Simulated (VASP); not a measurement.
## KZrO3: single point with LDA

KZrO3:

```
K Zr O
1.0
     4.12208    0.00000    0.00000
     0.00000    4.12208    0.00000
     0.00000    0.00000    4.12208
K Zr O
1 1 3
Cartesian
  0.0000 0.0000 0.0000
  2.0610 2.0610 2.0610
  2.0610 2.0610 0.0000
  2.0610 0.0000 2.0610
  0.0000 2.0610 2.0610
```

```json
{
 "Program": "VASP 6.6.1",
 "Task": "single point",
 "Functional": "LDA",
 "Potentials or basis": "VASP PAW LDA potentials, release 64 (K_sv, Zr_sv, O)",
 "Cutoff": "600 eV",
 "k mesh": "3 × 3 × 3, shifted",
 "Occupations": "methfessel-paxton, width 0.02 eV",
 "Spin": "no spin polarisation",
 "Dipole correction": "no",
 "Further INCAR settings": "ALGO = Normal; EDIFF = 1e-06; NBANDS = 28"
}
```

```yaml
Pressure: 1.5 GPa
Band_gap_on_the_k_mesh: zero (an odd number of electrons rules out a gap without spin polarisation)
```

Levels at points of the mesh, in eV from the Fermi level:
```tsv
k point	band 17	band 18	band 19	band 20	band 21	band 22
(0.50, 0.50, 0.50)	-2.53	0.69	0.69	0.69	8.18	8.18
```

Run time: 13 s on 1 thread of Intel(R) Xeon(R) Platinum 8259CL CPU @ 2.50GHz (Skylake/Cascade Lake) (shared host), peak memory 0.17 GiB.

Caveat: the k points lie up to 0.51 Å⁻¹ apart, too coarse for converged energies and pressures of a metal; an odd number of electrons without spin polarisation forces a metal; a magnetic or distorted state may lie lower.
